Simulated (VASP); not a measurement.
A run of VASP 6.6.1 is set up as follows.

File INCAR:

```
ALGO = Normal ; EDIFF = 1E-6
ENCUT = 520 ; GGA = PE
ISIF = 2 ; ISMEAR = 0
LASPH = True ; LCHARG = True
LELF = True ; LREAL = False
LVHAR = True ; LWAVE = False
NBANDS = 28 ; NELM = 80
PREC = Accurate ; SIGMA = 0.1
```

File KPOINTS:

```
k-points
0
Gamma
  6 6 6
```

The input POSCAR:

```
LaF4
1.0
   -2.0896300400      2.0896300400      5.2135385500
    2.0896300400     -2.0896300400      5.2135385500
    2.0896300400      2.0896300400     -5.2135385500
La F
1 4
Direct
    0.0000000000      0.0000000000      0.0000000000
    0.7500000000      0.2500000000      0.5000000000
    0.2500000000      0.7500000000      0.5000000000
    0.3957180100      0.3957180100      0.0000000000
    0.6042819900      0.6042819900      0.0000000000
```

Potentials or basis: VASP PAW PBE potentials, release 64 (La, F).

Run with:

```sh
$ cat potpaw_PBE.64/La/POTCAR potpaw_PBE.64/F/POTCAR > POTCAR
$ mpirun -np 1 vasp_std > vasp.out
```

**Question.** Estimate the pressure.

**Answer.** -14.3 GPa.

**Question.** Estimate the largest force.

**Answer.** 0.920 eV/Å.

Stress tensor (GPa, compression positive):
```
-11.30   0.00   0.00
  0.00 -11.30   0.00
  0.00   0.00 -20.36
```

Caveat: an odd number of electrons without spin polarisation forces a metal; a magnetic or distorted state may lie lower.
